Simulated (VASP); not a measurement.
# Zr (P6_3/mmc) in VASP: further runs

The runs below take Zr through single point, relaxation of the atoms, with PBE.

Everything below comes from runs of VASP 6.6.1. Logs are shortened: lines on timing, memory, paths and dates and some standing lists are left out, and cuts for length are marked.

### Step 1. The cell of the first run

The structure is hexagonal, space group P6_3/mmc (No. 194). The conventional cell has a = 3.232 Å, b = 3.232 Å, c = 5.147 Å, α = 90.00°, β = 90.00°, γ = 120.00°. Zr (site symmetry -6m2) has 12 Zr at 3.18 to 3.23 Å within 4.2 Å.

### Step 2. Single point, PBE

INCAR reads:

```
SYSTEM = Zr
PREC = Accurate ; ENCUT = 520
EDIFF = 1E-7 ; ISMEAR = -1
SIGMA = 0.05 ; LREAL = .FALSE.
LASPH = .TRUE. ; NELM = 60
ALGO = Normal ; ISIF = 2
LWAVE = .FALSE. ; LCHARG = .FALSE.
GGA = PE ; NBANDS = 19
```

KPOINTS reads:

```
Automatic mesh
0
G
  12 12 7
  0 0 0
```

POSCAR reads:

```
Zr
1.0
    3.2320000000      0.0000000000      0.0000000000
   -1.6160000000      2.7989941050      0.0000000000
    0.0000000000      0.0000000000      5.1470000000
Zr
2
Direct
    0.3333333333      0.6666666667      0.2500000000
    0.6666666667      0.3333333333      0.7500000000
```

Potentials or basis: VASP PAW PBE potentials, release 64 (Zr_sv).

The run is started by

```sh
$ cat potpaw_PBE.64/Zr_sv/POTCAR > POTCAR
$ mpirun -np 1 vasp_std > vasp.out
```

OUTCAR:

```text
SYSTEM = Zr
   PREC = Accurate
   ENCUT = 520
   EDIFF = 1E-7
   ISMEAR = -1
   LREAL = .FALSE.
   LASPH = .TRUE.
   NELM = 60
   ISIF = 2
   GGA = PE

 ion  position               nearest neighbor table
   1  0.333  0.667  0.250-   2 3.18   2 3.18   2 3.18   2 3.18   2 3.18   2 3.18
   2  0.667  0.333  0.750-   1 3.18   1 3.18   1 3.18   1 3.18   1 3.18   1 3.18

  LATTYP: Found a hexagonal cell.
 ALAT       =     3.2320000000
 C/A-ratio  =     1.5925123762

  Lattice vectors:

 A1 = (   3.2320000000,   0.0000000000,   0.0000000000)
 A2 = (  -1.6160000000,   2.7989941050,   0.0000000000)
 A3 = (   0.0000000000,   0.0000000000,   5.1470000000)

Analysis of symmetry for initial positions (statically):
=====================================================================
 Subroutine PRICEL returns:
 Original cell was already a primitive cell.

 Routine SETGRP: Setting up the symmetry group for a
 hexagonal supercell.

 Subroutine GETGRP returns: Found 24 space group operations
 (whereof 12 operations were pure point group operations)
 out of a pool of 24 trial point group operations.

The static configuration has the point symmetry D_3d.
 The point group associated with its full space group is D_6h.

Analysis of symmetry for dynamics (positions and initial velocities):
=====================================================================
 Subroutine PRICEL returns:
 Original cell was already a primitive cell.

 Routine SETGRP: Setting up the symmetry group for a
 hexagonal supercell.

 Subroutine GETGRP returns: Found 24 space group operations
 (whereof 12 operations were pure point group operations)
 out of a pool of 24 trial point group operations.

The dynamic configuration has the point symmetry D_3d.
 The point group associated with its full space group is D_6h.

 Subroutine INISYM returns: Found 24 space group operations
 (whereof 12 operations are pure point group operations),
 and found     1 'primitive' translations

----------------------------------------------------------------------------------------

                                     Primitive cell

  volume of cell :      46.5616

  direct lattice vectors                    reciprocal lattice vectors
     3.232000000  0.000000000  0.000000000     0.309405941  0.178635603  0.000000000
    -1.616000000  2.798994105  0.000000000     0.000000000  0.357271206  0.000000000
     0.000000000  0.000000000  5.147000000     0.000000000  0.000000000  0.194287935

  length of vectors
     3.232000000  3.232000000  5.147000000     0.357271206  0.357271206  0.194287935

  position of ions in fractional coordinates (direct lattice)
     0.333333333  0.666666667  0.250000000
     0.666666667  0.333333333  0.750000000

  ion indices of the primitive-cell ions
   primitive index   ion index
                 1           1
                 2           2

----------------------------------------------------------------------------------------

 KPOINTS: Automatic mesh

Automatic generation of k-mesh.
 Grid dimensions read from file:
 generate k-points for:   12   12    7

 Generating k-lattice:

  Cartesian coordinates                     Fractional coordinates (reciprocal lattice)
     0.025783828  0.014886300  0.000000000     0.083333333 -0.000000000  0.000000000
     0.000000000  0.029772601  0.000000000     0.000000000  0.083333333  0.000000000
     0.000000000  0.000000000  0.027755419     0.000000000  0.000000000  0.142857143

  Length of vectors
     0.029772601  0.029772601  0.027755419

  Shift w.r.t. Gamma in fractional coordinates (k-lattice)
     0.000000000  0.000000000  0.000000000

 Subroutine IBZKPT returns following result:
 ===========================================

 Found     76 irreducible k-points:

 Following reciprocal coordinates:
            Coordinates               Weight
  0.000000  0.000000  0.000000      1.000000
  0.083333  0.000000  0.000000      6.000000
  0.166667  0.000000  0.000000      6.000000
  0.250000  0.000000  0.000000      6.000000
  0.333333  0.000000  0.000000      6.000000
  0.416667  0.000000  0.000000      6.000000
[... 16 lines left out ...]
  0.250000  0.000000  0.142857     12.000000
  0.333333  0.000000  0.142857     12.000000
 [... further k-points ...]
   k-points           NKPTS =     76   k-points in BZ     NKDIM =     76   number of bands    NBANDS=     19
   number of dos      NEDOS =    301   number of ions     NIONS =      2
   total plane-waves  NPLWV =  23040
   dimension x,y,z NGX =    24 NGY =   24 NGZ =   40
   dimension x,y,z NGXF=    48 NGYF=   48 NGZF=   80
   ions per type =               2
   NGX,Y,Z   is equivalent  to a cutoff of  12.34, 12.34, 12.92 a.u.
   NGXF,Y,Z  is equivalent  to a cutoff of  24.69, 24.69, 25.84 a.u.
 SYSTEM =  Zr
   PREC   = accura    normal or accurate (medium, high low for compatibility)
   ISTART =      0    job   : 0-new  1-cont  2-samecut
   ICHARG =      2    charge: 1-file 2-atom 10-const
   ISPIN  =      1    spin polarized calculation?
   LNONCOLLINEAR =      F non collinear calculations
   LSORBIT =      F    spin-orbit coupling
   LASPH  =      T    aspherical Exc in radial PAW
   ENCUT  =  520.0 eV  38.22 Ry    6.18 a.u.   6.01  6.01  9.57*2*pi/ulx,y,z
   NELM   =     60;   NELMIN=  2; NELMDL= -5     # of ELM steps
   EDIFF  = 0.1E-06   stopping-criterion for ELM
   LREAL  =      F    real-space projection
   EDIFFG = 0.1E-05   stopping-criterion for IOM
   NSW    =      0    number of steps for IOM
   IBRION =     -1    ionic relax: 0-MD 1-quasi-New 2-CG
   NFREE  =      0    steps in history (QN), initial steepest desc. (CG)
   ISIF   =      2    stress and relaxation
   ISYM   =      2    0-nonsym 1-usesym 2-fastsym
   POTIM  = 0.5000    time-step for ionic-motion
   TEBEG  =    0.0;   TEEND  =   0.0 temperature during run
   PSTRESS=    0.0 pullay stress
   NELECT =      24.0000    total number of electrons
   NUPDOWN=      -1.0000    fix difference up-down
   EMIN   =  10.00;   EMAX   =-10.00  energy-range for DOS
   EFERMI =   0.00;   METHOD = LEGACY
   ISMEAR =    -1;   SIGMA  =   0.05  broadening in eV -4-tet -1-fermi 0-gaus
   EFERMI_NEDOS =   21; number of points for ismear=-14 and -15
   IALGO  =     38    algorithm
   IMIX   =      4    mixing-type and parameters
     AMIX     =   0.40;   BMIX     =  1.00
     AMIX_MAG =   1.60;   BMIX_MAG =  1.00
  volume/ion in A,a.u.               =      23.28       157.11
  Fermi-wavevector in a.u.,A,eV,Ry     =   1.312611  2.480475 23.442130  1.722948
  Thomas-Fermi vector in A             =   2.442991
   LORBIT       =      0    0 simple, 1 ext, 2 COOP (PROOUT), +10 PAW based schemes
   GGA     = PE    functional components
   LHFCALC =     F    Hartree Fock is set to
   AEXX    =    0.0000 exact exchange contribution
   IVDW    =     0    specifies the selected vdW correction
   LEPSILON=     F    determine dielectric tensor
   LRPA    =     F    only Hartree local field effects (RPA)
 non-spin polarized calculation
  energy-cutoff  :      520.00
  volume of cell :       46.56
 maximum number of plane-waves:      1284
   NGX = 13   NGY = 13   NGZ = 19

 number of electron      24.0000000 magnetization

 Free energy of the ion-electron system (eV)
  ---------------------------------------------------
  ext. energy  EPLUGINS =         0.00000000
  ---------------------------------------------------
  free energy    TOTEN  =       -17.04589105 eV

  energy without entropy =      -17.02684790  energy(sigma->0) =      -17.03636947

 E-fermi :   8.9988     XC(G=0): -11.0823

 val. band max:        8.9911961519   @ k =   0.1667   0.0000   0.2857
 cond. band min:       9.0002890701   @ k =   0.0833   0.0833   0.1429
 fundamental gap:      0.0090929182
 Fermi energy:         8.9987663134

 k-point     1 :       0.0000    0.0000    0.0000
  band No.  band energies     occupation
      1     -39.8450      2.00000
      2     -39.6906      2.00000
      3     -18.3675      2.00000
      4     -17.4990      2.00000
      5     -17.4990      2.00000
      6     -17.3609      2.00000
[... 11 lines left out ...]
     18      11.1298      0.00000
     19      13.4258      0.00000

 k-point     2 :       0.0833    0.0000    0.0000
  band No.  band energies     occupation
      1     -39.8372      2.00000
      2     -39.6873      2.00000
      3     -18.3463      2.00000
      4     -17.5457      2.00000
      5     -17.5144      2.00000
      6     -17.4061      2.00000
[... 11 lines left out ...]
     18      10.9620      0.00000
     19      13.5499      0.00000

 k-point     3 :       0.1667    0.0000    0.0000
  band No.  band energies     occupation
      1     -39.8152      2.00000
      2     -39.6788      2.00000
      3     -18.2856      2.00000
      4     -17.6733      2.00000
      5     -17.5549      2.00000
      6     -17.5351      2.00000
[... 11 lines left out ...]
     18      11.2081      0.00000
     19      13.8046      0.00000

 k-point     4 :       0.2500    0.0000    0.0000
  band No.  band energies     occupation
      1     -39.7838      2.00000
      2     -39.6685      2.00000
      3     -18.1939      2.00000
      4     -17.8473      2.00000
      5     -17.7036      2.00000
      6     -17.6076      2.00000
[... 11 lines left out ...]
     18      11.9684      0.00000
     19      14.0366      0.00000

 k-point     5 :       0.3333    0.0000    0.0000
  band No.  band energies     occupation
      1     -39.7497      2.00000
      2     -39.6606      2.00000
      3     -18.0853      2.00000
      4     -18.0202      2.00000
      5     -17.8646      2.00000
      6     -17.6582      2.00000
[... 11 lines left out ...]
     18      12.8913      0.00000
     19      14.1901      0.00000
[... 334 lines left out ...]
      2     -39.6949      2.00000
      3     -18.3022      2.00000
      4     -17.5375      2.00000
      5     -17.5070      2.00000
      6     -17.4527      2.00000
[... 11 lines left out ...]
     18      11.2876      0.00000
     19      13.5744      0.00000

 k-point    22 :       0.1667    0.0000    0.1429
  band No.  band energies     occupation
      1     -39.8086      2.00000
      2     -39.6857      2.00000
      3     -18.2505      2.00000
      4     -17.6612      2.00000
      5     -17.5737      2.00000
      6     -17.5464      2.00000
[... 11 lines left out ...]
     18      11.3086      0.00000
     19      13.7746      0.00000

 k-point    23 :       0.2500    0.0000    0.1429
  band No.  band energies     occupation
      1     -39.7781      2.00000
      2     -39.6743      2.00000
      3     -18.1799      2.00000
      4     -17.8239      2.00000
      5     -17.7361      2.00000
      6     -17.5979      2.00000
[... 11 lines left out ...]
     18      11.8904      0.00000
     19      13.9492      0.00000

 k-point    24 :       0.3333    0.0000    0.1429
  band No.  band energies     occupation
      1     -39.7453      2.00000
      2     -39.6650      2.00000
      3     -18.1396      2.00000
      4     -17.9522      2.00000
      5     -17.8809      2.00000
      6     -17.6474      2.00000
[... 11 lines left out ...]
     18      12.7439      0.00000
     19      14.0709      0.00000

 [... further k-points ...]
[... 5 lines left out ...]
  --------------------------------------------------------------------------------------
  -------------------------------------------------------------------------------------
  Total        0.0930181      0.0930181      0.2638608      0.0000000      0.0000000      0.0000000
  in kB        3.2007413      3.2007413      9.0794173      0.0000000      0.0000000      0.0000000
  external PRESSURE =       5.1603000 kB  Pullay stress =       0.0000000 kB

 VOLUME and BASIS-vectors are now :
 -----------------------------------------------------------------------------
  energy-cutoff  :      520.00
  volume of cell :       46.56
      direct lattice vectors                 reciprocal lattice vectors
     3.232000000  0.000000000  0.000000000     0.309405941  0.178635603  0.000000000
    -1.616000000  2.798994105  0.000000000     0.000000000  0.357271206  0.000000000
     0.000000000  0.000000000  5.147000000     0.000000000  0.000000000  0.194287935

 POSITION                                       TOTAL-FORCE (eV/Angst)
 -----------------------------------------------------------------------------------
     -0.00000      1.86600      1.28675         0.000000     -0.000000      0.000000
      1.61600      0.93300      3.86025        -0.000000      0.000000      0.000000
 -----------------------------------------------------------------------------------
    total drift:                               -0.000000      0.000000     -0.000000

  FREE ENERGIE OF THE ION-ELECTRON SYSTEM (eV)
  ---------------------------------------------------
  free  energy   TOTEN  =       -17.0458910506 eV

  energy  without entropy=      -17.0268478969  energy(sigma->0) =      -17.03636947
```

Run time: 16 s. Hardware: 1 thread of Intel Xeon 6975P-C (Granite Rapids), shared host; peak memory 0.19 GiB.

What came out:

| Property | Result |
| --- | --- |
| Free energy | -17.0459 eV |
| Pressure | 0.5 GPa |
| Band gap on the k mesh | zero (band 12 reaches 9.86 eV, above the bottom of band 13 at 8.75 eV) |

Stress tensor (GPa, compression positive):
```
0.32 0.00 0.00
0.00 0.32 0.00
0.00 0.00 0.91
```

### Step 3. Relaxation of the atoms, PBE

INCAR reads:

```
SYSTEM = Zr
PREC     = Accurate       ! precision mode
ENCUT    = 520            ! plane-wave cutoff, eV
EDIFF    = 1E-7           ! SCF threshold, eV
ISMEAR   = -1             ! smearing method
SIGMA    = 0.05           ! smearing width, eV
LREAL    = .False.        ! projectors in reciprocal space
LASPH    = .True.         ! aspherical terms in the spheres
NELM     = 80             ! most SCF steps
ALGO     = Normal         ! electronic algorithm
ISIF     = 2              ! what is computed and relaxed
LWAVE    = .False.        ! write WAVECAR
LCHARG   = .False.        ! write CHGCAR
GGA      = PE             ! functional
IBRION   = 2              ! ionic algorithm
NSW      = 80             ! ionic steps
EDIFFG   = -0.02          ! ionic threshold
```

KPOINTS reads:

```
Automatic mesh
0
Gamma
  12 12 7
  0 0 0
```

POSCAR is that of step 2.

Potentials or basis: VASP PAW PBE potentials, release 64 (Zr_sv).

The run is started by

```sh
$ cat potpaw_PBE.64/Zr_sv/POTCAR > POTCAR
$ mpirun -np 1 vasp_std > vasp.out
```

It took 14 s on 1 thread of Intel Xeon 6975P-C (Granite Rapids), shared host; peak memory 0.18 GiB.

It converged, with:

```
Free energy             : -17.0459 eV
Pressure after relaxing : 0.5 GPa
Band gap on the k mesh  : zero (band 12 reaches 9.86 eV, above the bottom of band 13 at 8.75 eV)
```

Stress tensor (GPa, compression positive):
```
0.32 0.00 0.00
0.00 0.32 0.00
0.00 0.00 0.91
```

Final structure:
```
Zr
1.0
     3.23200    0.00000    0.00000
    -1.61600    2.79899    0.00000
     0.00000    0.00000    5.14700
Zr
2
Direct
  0.33333 0.66667 0.25000
  0.66667 0.33333 0.75000
```

Levels at points of the mesh, in eV from the Fermi level:
| k point | band 8 | band 9 | band 10 | band 11 | band 12 | band 13 | band 14 | band 15 | band 16 |
| --- | --- | --- | --- | --- | --- | --- | --- | --- | --- |
| (0.00, 0.00, 0.00) | -26.36 | -5.66 | -3.04 | 0.86 | 0.86 | 1.01 | 1.17 | 1.55 | 1.55 |
| (0.50, 0.00, 0.00) | -26.46 | -2.57 | -2.51 | -2.14 | -0.22 | 0.53 | 0.78 | 1.46 | 4.89 |

Caveat: the relaxation stopped at its first step, so nothing moved.
